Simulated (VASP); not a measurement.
# TiN (Fm-3m) in VASP: further runs

The runs below take TiN through single point, with PBEsol.

All numbers are computed with VASP 6.6.1; they aren't measurements. Logs are shortened: lines on timing, memory, paths and dates and some standing lists are left out, and cuts for length are marked.

### 1 The cell of the first run

It takes space group Fm-3m (No. 225, cubic). Conventional cell: a = 4.244 Å, b = 4.244 Å, c = 4.244 Å, α = 90.00°, β = 90.00°, γ = 90.00°. Within 2.8 Å of Ti (site symmetry m-3m) lie 6 N at 2.12 Å. Within 2.8 Å of N (site symmetry m-3m) lie 6 Ti at 2.12 Å.

### 2 Single point, PBEsol, collinear spin, ferromagnetic start

Input file INCAR:

```
ALGO = Normal ; EDIFF = 1E-6
ENCUT = 520 ; GGA = PS
ISIF = 2 ; ISMEAR = 0
ISPIN = 2 ; LASPH = True
LCHARG = False ; LMAXMIX = 4
LORBIT = 11 ; LREAL = False
LWAVE = False ; MAGMOM = 1 0
NBANDS = 20 ; NELM = 150
PREC = Accurate ; SIGMA = 0.1
```

Input file KPOINTS:

```
k-points
0
Gamma
  8 8 8
```

Input file POSCAR:

```
TiN
1.0
    0.0000000000      2.1220000000      2.1220000000
    2.1220000000      0.0000000000      2.1220000000
    2.1220000000      2.1220000000      0.0000000000
Ti N
1 1
Direct
    0.0000000000      0.0000000000      0.0000000000
    0.5000000000      0.5000000000      0.5000000000
```

Potentials or basis: VASP PAW PBE potentials, release 64 (Ti_sv, N).

Launch:

```sh
cat potpaw_PBE.64/Ti_sv/POTCAR potpaw_PBE.64/N/POTCAR > POTCAR
mpirun -np 1 vasp_std > vasp.out
```

OUTCAR:

```text
EDIFF = 1E-6
   ENCUT = 520
   GGA = PS
   ISIF = 2
   ISMEAR = 0
   ISPIN = 2
   LASPH = True
   LORBIT = 11
   LREAL = False
   NELM = 150
   PREC = Accurate

 ion  position               nearest neighbor table
   1  0.000  0.000  0.000-   2 2.12   2 2.12   2 2.12   2 2.12   2 2.12   2 2.12
   2  0.500  0.500  0.500-   1 2.12   1 2.12   1 2.12   1 2.12   1 2.12   1 2.12

  LATTYP: Found a face centered cubic cell.
 ALAT       =     4.2440000000

  Lattice vectors:

 A1 = (   0.0000000000,   2.1220000000,   2.1220000000)
 A2 = (   2.1220000000,   0.0000000000,   2.1220000000)
 A3 = (   2.1220000000,   2.1220000000,   0.0000000000)

Analysis of symmetry for initial positions (statically):
=====================================================================
 Subroutine PRICEL returns:
 Original cell was already a primitive cell.

 Routine SETGRP: Setting up the symmetry group for a
 face centered cubic supercell.

 Subroutine GETGRP returns: Found 48 space group operations
 (whereof 48 operations were pure point group operations)
 out of a pool of 48 trial point group operations.

The static configuration has the point symmetry O_h .

Analysis of symmetry for dynamics (positions and initial velocities):
=====================================================================
 Subroutine PRICEL returns:
 Original cell was already a primitive cell.

 Routine SETGRP: Setting up the symmetry group for a
 face centered cubic supercell.

 Subroutine GETGRP returns: Found 48 space group operations
 (whereof 48 operations were pure point group operations)
 out of a pool of 48 trial point group operations.

The dynamic configuration has the point symmetry O_h .

Analysis of structural, dynamic, and magnetic symmetry:
=====================================================================
 Subroutine PRICEL returns:
 Original cell was already a primitive cell.

 Routine SETGRP: Setting up the symmetry group for a
 face centered cubic supercell.

 Subroutine GETGRP returns: Found 48 space group operations
 (whereof 48 operations were pure point group operations)
 out of a pool of 48 trial point group operations.

The overall configuration has the point symmetry O_h .

 Subroutine INISYM returns: Found 48 space group operations
 (whereof 48 operations are pure point group operations),
 and found     1 'primitive' translations

----------------------------------------------------------------------------------------

                                     Primitive cell

  volume of cell :      19.1102

  direct lattice vectors                    reciprocal lattice vectors
     0.000000000  2.122000000  2.122000000    -0.235626767  0.235626767  0.235626767
     2.122000000  0.000000000  2.122000000     0.235626767 -0.235626767  0.235626767
     2.122000000  2.122000000  0.000000000     0.235626767  0.235626767 -0.235626767

  length of vectors
     3.000961179  3.000961179  3.000961179     0.408117532  0.408117532  0.408117532

  position of ions in fractional coordinates (direct lattice)
     0.000000000  0.000000000  0.000000000
     0.500000000  0.500000000  0.500000000

  ion indices of the primitive-cell ions
   primitive index   ion index
                 1           1
                 2           2

----------------------------------------------------------------------------------------

 KPOINTS: k-points

Automatic generation of k-mesh.
 Grid dimensions read from file:
 generate k-points for:    8    8    8

 Generating k-lattice:

  Cartesian coordinates                     Fractional coordinates (reciprocal lattice)
    -0.029453346  0.029453346  0.029453346     0.125000000  0.000000000  0.000000000
     0.029453346 -0.029453346  0.029453346     0.000000000  0.125000000  0.000000000
     0.029453346  0.029453346 -0.029453346     0.000000000  0.000000000  0.125000000

  Length of vectors
     0.051014692  0.051014692  0.051014692

  Shift w.r.t. Gamma in fractional coordinates (k-lattice)
     0.000000000  0.000000000  0.000000000

 Subroutine IBZKPT returns following result:
 ===========================================

 Found     29 irreducible k-points:

 Following reciprocal coordinates:
            Coordinates               Weight
  0.000000  0.000000  0.000000      1.000000
  0.125000  0.000000  0.000000      8.000000
  0.250000  0.000000  0.000000      8.000000
  0.375000  0.000000  0.000000      8.000000
  0.500000  0.000000  0.000000      4.000000
  0.125000  0.125000  0.000000      6.000000
[... 16 lines left out ...]
  0.500000  0.250000  0.125000     48.000000
 -0.375000  0.250000  0.125000     24.000000
 [... further k-points ...]
   k-points           NKPTS =     29   k-points in BZ     NKDIM =     29   number of bands    NBANDS=     20
   number of dos      NEDOS =    301   number of ions     NIONS =      2
   total plane-waves  NPLWV =  13824
   dimension x,y,z NGX =    24 NGY =   24 NGZ =   24
   dimension x,y,z NGXF=    48 NGYF=   48 NGZF=   48
   ions per type =               1   1
   NGX,Y,Z   is equivalent  to a cutoff of  13.30, 13.30, 13.30 a.u.
   NGXF,Y,Z  is equivalent  to a cutoff of  26.59, 26.59, 26.59 a.u.
 SYSTEM =  unknown system
   PREC   = accura    normal or accurate (medium, high low for compatibility)
   ISTART =      0    job   : 0-new  1-cont  2-samecut
   ICHARG =      2    charge: 1-file 2-atom 10-const
   ISPIN  =      2    spin polarized calculation?
   LNONCOLLINEAR =      F non collinear calculations
   LSORBIT =      F    spin-orbit coupling
   LASPH  =      T    aspherical Exc in radial PAW
   ENCUT  =  520.0 eV  38.22 Ry    6.18 a.u.   5.58  5.58  5.58*2*pi/ulx,y,z
   NELM   =    150;   NELMIN=  2; NELMDL= -5     # of ELM steps
   EDIFF  = 0.1E-05   stopping-criterion for ELM
   LREAL  =      F    real-space projection
   EDIFFG = 0.1E-04   stopping-criterion for IOM
   NSW    =      0    number of steps for IOM
   IBRION =     -1    ionic relax: 0-MD 1-quasi-New 2-CG
   NFREE  =      0    steps in history (QN), initial steepest desc. (CG)
   ISIF   =      2    stress and relaxation
   ISYM   =      2    0-nonsym 1-usesym 2-fastsym
   POTIM  = 0.5000    time-step for ionic-motion
   TEBEG  =    0.0;   TEEND  =   0.0 temperature during run
   PSTRESS=    0.0 pullay stress
   NELECT =      17.0000    total number of electrons
   NUPDOWN=      -1.0000    fix difference up-down
   EMIN   =  10.00;   EMAX   =-10.00  energy-range for DOS
   EFERMI =   0.00;   METHOD = LEGACY
   ISMEAR =     0;   SIGMA  =   0.10  broadening in eV -4-tet -1-fermi 0-gaus
   EFERMI_NEDOS =   21; number of points for ismear=-14 and -15
   IALGO  =     38    algorithm
   IMIX   =      4    mixing-type and parameters
     AMIX     =   0.40;   BMIX     =  1.00
     AMIX_MAG =   1.60;   BMIX_MAG =  1.00
  volume/ion in A,a.u.               =       9.56        64.48
  Fermi-wavevector in a.u.,A,eV,Ry     =   1.574475  2.975326 33.728454  2.478971
  Thomas-Fermi vector in A             =   2.675604
   LORBIT       =     11    0 simple, 1 ext, 2 COOP (PROOUT), +10 PAW based schemes
   GGA     = PS    functional components
   LHFCALC =     F    Hartree Fock is set to
   AEXX    =    0.0000 exact exchange contribution
   IVDW    =     0    specifies the selected vdW correction
   LEPSILON=     F    determine dielectric tensor
   LRPA    =     F    only Hartree local field effects (RPA)
 spin polarized calculation
 Gauss-broadening in eV      SIGMA  =   0.10
  energy-cutoff  :      520.00
  volume of cell :       19.11
 maximum number of plane-waves:       531
 NGX is ok and might be reduce to    24
   NGX = 11   NGY = 11   NGZ = 11

 number of electron      17.0000002 magnetization      -0.0000727

 number of electron      17.0000002 magnetization       0.0000355

 Free energy of the ion-electron system (eV)
  ---------------------------------------------------
  ext. energy  EPLUGINS =         0.00000000
  ---------------------------------------------------
  free energy    TOTEN  =       -20.75981992 eV

  energy without entropy =      -20.75128037  energy(sigma->0) =      -20.75555015

 E-fermi :  11.3015     XC(G=0): -13.2132

 val. band max:       11.2985416812   @ k =   0.3750   0.1250   0.0000
 cond. band min:      11.3240395292   @ k =  -0.3750   0.3750   0.1250
 fundamental gap:      0.0254978480
 Fermi energy:        11.3015213907

 spin component 1

 k-point     1 :       0.0000    0.0000    0.0000
  band No.  band energies     occupation
      1     -46.3127      1.00000
      2     -22.3939      1.00000
      3     -22.3939      1.00000
      4     -22.3939      1.00000
      5      -5.7472      1.00000
      6       9.2653      1.00000
[... 12 lines left out ...]
     19      38.2128      0.00000
     20      38.2128      0.00000

 k-point     2 :       0.1250    0.0000    0.0000
  band No.  band energies     occupation
      1     -46.2983      1.00000
      2     -22.4942      1.00000
      3     -22.4023      1.00000
      4     -22.4023      1.00000
      5      -5.4462      1.00000
      6       7.8793      1.00000
[... 12 lines left out ...]
     19      35.7431      0.00000
     20      35.7431      0.00000

 k-point     3 :       0.2500    0.0000    0.0000
  band No.  band energies     occupation
      1     -46.2634      1.00000
      2     -22.7298      1.00000
      3     -22.4225      1.00000
      4     -22.4225      1.00000
      5      -4.6581      1.00000
      6       5.7381      1.00000
[... 12 lines left out ...]
     19      34.9529      0.00000
     20      34.9529      0.00000

 k-point     4 :       0.3750    0.0000    0.0000
  band No.  band energies     occupation
      1     -46.2283      1.00000
      2     -22.9567      1.00000
      3     -22.4425      1.00000
      4     -22.4425      1.00000
      5      -3.7227      1.00000
      6       3.9387      1.00000
[... 429 lines left out ...]
 k-point    23 :       0.5000    0.2500    0.1250
  band No.  band energies     occupation
      1     -46.2094      1.00000
      2     -22.8906      1.00000
      3     -22.5974      1.00000
      4     -22.4865      1.00000
      5      -3.7878      1.00000
      6       4.3778      1.00000
[... 12 lines left out ...]
     19      36.0675      0.00000
     20      37.5515      0.00000

 k-point    24 :      -0.3750    0.2500    0.1250
  band No.  band energies     occupation
      1     -46.1977      1.00000
      2     -22.9417      1.00000
      3     -22.6126      1.00000
      4     -22.5055      1.00000
      5      -3.5584      1.00000
      6       4.1419      1.00000
[... 12 lines left out ...]
     19      34.4408      0.00000
     20      38.5134      0.00000

 [... further k-points ...]

 spin component 2

 k-point     1 :       0.0000    0.0000    0.0000
  band No.  band energies     occupation
      1     -46.3127      1.00000
      2     -22.3940      1.00000
      3     -22.3940      1.00000
      4     -22.3940      1.00000
      5      -5.7471      1.00000
      6       9.2653      1.00000
[... 12 lines left out ...]
     19      38.2129      0.00000
     20      38.2129      0.00000

 k-point     2 :       0.1250    0.0000    0.0000
  band No.  band energies     occupation
      1     -46.2983      1.00000
      2     -22.4943      1.00000
      3     -22.4024      1.00000
      4     -22.4024      1.00000
      5      -5.4462      1.00000
      6       7.8793      1.00000
[... 12 lines left out ...]
     19      35.7431      0.00000
     20      35.7431      0.00000

 k-point     3 :       0.2500    0.0000    0.0000
  band No.  band energies     occupation
      1     -46.2635      1.00000
      2     -22.7298      1.00000
      3     -22.4225      1.00000
      4     -22.4225      1.00000
      5      -4.6580      1.00000
      6       5.7381      1.00000
[... 12 lines left out ...]
     19      34.9530      0.00000
     20      34.9530      0.00000

 k-point     4 :       0.3750    0.0000    0.0000
  band No.  band energies     occupation
      1     -46.2283      1.00000
      2     -22.9568      1.00000
      3     -22.4425      1.00000
      4     -22.4425      1.00000
      5      -3.7227      1.00000
      6       3.9387      1.00000
[... 429 lines left out ...]
 k-point    23 :       0.5000    0.2500    0.1250
  band No.  band energies     occupation
      1     -46.2094      1.00000
      2     -22.8906      1.00000
      3     -22.5974      1.00000
      4     -22.4866      1.00000
      5      -3.7878      1.00000
      6       4.3778      1.00000
[... 12 lines left out ...]
     19      36.0676      0.00000
     20      37.5516      0.00000

 k-point    24 :      -0.3750    0.2500    0.1250
  band No.  band energies     occupation
      1     -46.1977      1.00000
      2     -22.9417      1.00000
      3     -22.6127      1.00000
      4     -22.5056      1.00000
      5      -3.5584      1.00000
      6       4.1420      1.00000
[... 12 lines left out ...]
     19      34.4409      0.00000
     20      38.5134      0.00000

 [... further k-points ...]
[... 5 lines left out ...]
  --------------------------------------------------------------------------------------
  -------------------------------------------------------------------------------------
  Total       -0.8816815     -0.8816815     -0.8816815     -0.0000000     -0.0000000     -0.0000000
  in kB      -73.9190128    -73.9190128    -73.9190128     -0.0000000     -0.0000000     -0.0000000
  external PRESSURE =     -73.9190128 kB  Pullay stress =       0.0000000 kB

 VOLUME and BASIS-vectors are now :
 -----------------------------------------------------------------------------
  energy-cutoff  :      520.00
  volume of cell :       19.11
      direct lattice vectors                 reciprocal lattice vectors
     0.000000000  2.122000000  2.122000000    -0.235626767  0.235626767  0.235626767
     2.122000000  0.000000000  2.122000000     0.235626767 -0.235626767  0.235626767
     2.122000000  2.122000000  0.000000000     0.235626767  0.235626767 -0.235626767

 POSITION                                       TOTAL-FORCE (eV/Angst)
 -----------------------------------------------------------------------------------
      0.00000      0.00000      0.00000         0.000000      0.000000     -0.000000
      2.12200      2.12200      2.12200        -0.000000     -0.000000      0.000000
 -----------------------------------------------------------------------------------
    total drift:                                0.000000     -0.000000     -0.000000

  FREE ENERGIE OF THE ION-ELECTRON SYSTEM (eV)
  ---------------------------------------------------
  free  energy   TOTEN  =       -20.7598199201 eV

  energy  without entropy=      -20.7512803721  energy(sigma->0) =      -20.75555015

 total charge

# of ion       s       p       d       tot
------------------------------------------
    1        2.185   6.231   1.978  10.394
    2        1.239   2.490   0.000   3.729
--------------------------------------------------
tot          3.424   8.720   1.978  14.123

 magnetization (x)

# of ion       s       p       d       tot
------------------------------------------
    1        0.000  -0.000  -0.000  -0.000
    2       -0.000   0.000   0.000   0.000
--------------------------------------------------
tot         -0.000   0.000  -0.000  -0.000
```

It took 10 s on 1 thread of Intel Xeon 6975P-C (Granite Rapids), shared host; peak memory 0.15 GiB.

What came out:

```yaml
Free_energy: -20.7598 eV
Pressure: -7.4 GPa
Net_moment: 0.00 μB per cell
Valence_electrons_inside_the_program's_atomic_spheres: Ti 10.39; N 3.73
```

Levels at points of the mesh, in eV from the Fermi level:
Spin up:
| k point | band 7 | band 8 | band 9 | band 10 | band 11 | band 12 |
| --- | --- | --- | --- | --- | --- | --- |
| (0.00, 0.00, 0.00) | -2.04 | -2.04 | -0.64 | -0.64 | -0.64 | 0.56 |
| (0.50, 0.00, 0.00) | -5.49 | -5.49 | 1.69 | 1.69 | 2.36 | 5.75 |
| (0.50, 0.50, 0.00) | -3.23 | -3.23 | -3.11 | 1.64 | 2.40 | 2.40 |
Spin down:
| k point | band 6 | band 7 | band 8 | band 9 | band 10 | band 11 | band 12 | band 13 |
| --- | --- | --- | --- | --- | --- | --- | --- | --- |
| (0.00, 0.00, 0.00) | -2.04 | -2.04 | -2.04 | -0.64 | -0.64 | -0.64 | 0.56 | 0.56 |
| (0.50, 0.00, 0.00) | -8.12 | -5.49 | -5.49 | 1.69 | 1.69 | 2.36 | 5.75 | 5.75 |
| (0.50, 0.50, 0.00) | -5.85 | -3.23 | -3.23 | -3.11 | 1.64 | 2.40 | 2.40 | 3.63 |

Caveat: the PAW data sets were made with another functional, which shifts forces and pressure a little.

### 3 Single point, PBEsol

This run uses another cell than the first one, of 9.29 Å³/atom, 0.972 times its volume.

Input file INCAR:

```
PREC = Accurate
ENCUT = 520
EDIFF = 1E-7
ISMEAR = 0
SIGMA = 0.1
LREAL = False
LASPH = True
NELM = 60
ALGO = Normal
ISIF = 2
LWAVE = False
LCHARG = True
GGA = PS
LELF = True
LVHAR = True
NBANDS = 16
```

Input file KPOINTS:

```
regular mesh
0
Gamma
  18 18 18
```

Input file POSCAR:

```
TiN
1.0
    0.0000000000      2.1019668643      2.1019668643
    2.1019668643      0.0000000000      2.1019668643
    2.1019668643      2.1019668643      0.0000000000
Ti N
1 1
Direct
    0.0000000000      0.0000000000      0.0000000000
    0.5000000000      0.5000000000      0.5000000000
```

Potentials or basis: VASP PAW PBE potentials, release 64 (Ti_sv, N).

Launch:

```sh
cat potpaw_PBE.64/Ti_sv/POTCAR potpaw_PBE.64/N/POTCAR > POTCAR
mpirun -np 1 vasp_std > vasp.out
```

It took 24 s on 1 thread of Intel Xeon 6975P-C (Granite Rapids), shared host; peak memory 0.18 GiB.

Results (log left out):

```yaml
Free_energy: -20.7821 eV
Pressure: 0.5 GPa
```

Levels at points of the mesh, in eV from the Fermi level:
| k point | band 6 | band 7 | band 8 | band 9 | band 10 | band 11 | band 12 | band 13 |
| --- | --- | --- | --- | --- | --- | --- | --- | --- |
| (0.00, 0.00, 0.00) | -2.05 | -2.05 | -2.05 | -0.65 | -0.65 | -0.65 | 0.60 | 0.60 |
| (0.50, 0.00, 0.00) | -8.28 | -5.63 | -5.63 | 1.78 | 1.78 | 2.49 | 5.99 | 5.99 |
| (0.50, 0.50, 0.00) | -5.90 | -3.25 | -3.25 | -3.23 | 1.72 | 2.52 | 2.52 | 3.86 |

Caveat: the PAW data sets were made with another functional, which shifts forces and pressure a little.

### 4 Single point, PBEsol

This run uses another cell than the first one, of 9.29 Å³/atom, 0.972 times its volume.

INCAR is that of step 3.

KPOINTS is that of step 3.

Input file POSCAR:

```
TiN
1.0
    0.0000000000      2.1019668650      2.1019668650
    2.1019668650      0.0000000000      2.1019668650
    2.1019668650      2.1019668650      0.0000000000
Ti N
1 1
Direct
    0.0000000000      0.0000000000      0.0000000000
    0.5000000000      0.5000000000      0.5000000000
```

Launch:

```sh
cat potpaw_PBE.64/Ti_sv/POTCAR potpaw_PBE.64/N/POTCAR > POTCAR
mpirun -np 1 vasp_std > vasp.out
```

It took 50 s on 1 thread of Intel Xeon Platinum 8259CL at 2.50GHz (Skylake/Cascade Lake), shared host; peak memory 0.18 GiB.

The run converged. Its results:

* Free energy: -20.7821 eV
* Pressure: 0.5 GPa

Levels at points of the mesh, in eV from the Fermi level:
| k point | band 7 | band 8 | band 9 | band 10 | band 11 | band 12 |
| --- | --- | --- | --- | --- | --- | --- |
| (0.00, 0.00, 0.00) | -2.05 | -2.05 | -0.65 | -0.65 | -0.65 | 0.60 |
| (0.50, 0.00, 0.00) | -5.63 | -5.63 | 1.78 | 1.78 | 2.49 | 5.99 |
| (0.50, 0.50, 0.00) | -3.25 | -3.25 | -3.23 | 1.72 | 2.52 | 2.52 |

Caveat: the PAW data sets were made with another functional, which shifts forces and pressure a little.
